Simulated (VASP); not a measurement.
## ZnO (NiAs type): single point with PBE

The system is ZnO (NiAs type).

```xyz
4
Lattice="2.3642 0.0000 0.0000 -1.1821 2.0475 0.0000 0.0000 0.0000 4.6756" Properties=species:S:1:pos:R:3 pbc="T T T"
Zn    0.0000    0.0000    0.0000
Zn    0.0000    0.0000    2.3378
O     0.0000    1.3650    1.1689
O     1.1821    0.6825    3.5067
```

This cell differs from its parent crystal: volume scaled by 0.55.

```json
{
  "Program": "VASP 6.6.1",
  "Task": "single point",
  "Functional": "PBE",
  "Potentials or basis": "VASP PAW PBE potentials, release 64 (Zn, O)",
  "Cutoff": "520 eV",
  "k mesh": "11 × 11 × 7",
  "Occupations": "fermi-dirac, width 0.08 eV",
  "Spin": "no spin polarisation",
  "Dipole correction": "no",
  "Further INCAR settings": "ALGO = Normal; EDIFF = 1e-06; NBANDS = 26"
}
```

```
Pressure               : 366.7 GPa
Band gap on the k mesh : 4.21 eV, direct
```

Stress tensor (GPa, compression positive):
```
365.14   0.00   0.00
  0.00 365.14   0.00
  0.00   0.00 369.80
```

Levels at points of the mesh, in eV from the valence-band top:
```tsv
k point	band 15	band 16	band 17	band 18	band 19	band 20	band 21	band 22
(0.00, 0.00, 0.00)	-2.99	-2.99	0.00	0.00	4.21	9.22	11.82	18.22
```

Run time: 22 s on 1 thread of Intel(R) Xeon(R) 6975P-C (Granite Rapids), with other jobs on the host, peak memory 0.15 GiB.

 A k mesh can miss the band edges.
